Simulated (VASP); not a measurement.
F: single point with PBEsol

The system is F.

```xyz
4
Lattice="2.9921 -1.7474 -0.2308 2.9921 1.7474 -0.2308 -2.2415 0.0000 6.9945" Properties=species:S:1:pos:R:3 pbc="T T T"
F     0.2970    0.0000    0.6183
F     3.4456    0.0000    5.9146
F     1.6707    0.0000    3.9213
F     2.0720    0.0000    2.6117
```

```
Program                : VASP 6.6.1
Task                   : single point
Functional             : PBEsol
Potentials or basis    : VASP PAW PBE potentials, release 64 (F)
Cutoff                 : 520 eV
k mesh                 : 4 × 4 × 2
Occupations            : gaussian, width 0.05 eV
Spin                   : no spin polarisation
Dipole correction      : no
Further INCAR settings : ALGO = Normal; EDIFF = 1e-06; NBANDS = 22
```

- Pressure: 3.2 GPa
- Largest force: 1.730 eV/Å
- Band gap on the k mesh: 3.33 eV, indirect (least direct gap 3.43 eV)

Forces in eV/Å, atoms in the order of the input:
```
F    0.750  0.000  1.555
F   -0.750  0.000 -1.555
F   -0.514  0.000  1.652
F    0.514  0.000 -1.652
```

Stress tensor (GPa, compression positive):
```
 1.05  0.00  0.65
 0.00 -0.49  0.00
 0.65  0.00  8.96
```

Levels at points of the mesh, in eV from the valence-band top:
```tsv
k point	band 11	band 12	band 13	band 14	band 15	band 16	band 17	band 18
(0.00, 0.00, 0.00)	-0.36	-0.19	-0.13	-0.10	3.33	4.21	8.61	11.04
(0.50, 0.00, 0.00)	-0.42	-0.34	-0.31	-0.20	3.81	3.90	12.61	12.77
(0.50, 0.50, 0.00)	-0.38	-0.32	-0.22	0.00	3.75	3.89	12.89	13.28
(0.00, 0.00, 0.50)	-0.32	-0.20	-0.19	-0.10	3.70	3.78	9.49	9.51
(0.50, 0.00, 0.50)	-0.54	-0.36	-0.23	-0.08	3.61	4.07	12.53	13.41
(0.50, 0.50, 0.50)	-0.42	-0.30	-0.20	-0.12	3.80	3.90	12.61	12.77
```

Run time: 41 s on 1 thread of AMD EPYC 7R13, with other jobs on the host, peak memory 0.16 GiB.

Caveat: the k points lie up to 0.53 Å⁻¹ apart; the PAW data sets were made with another functional, which shifts forces and pressure a little. A k mesh can miss the band edges.
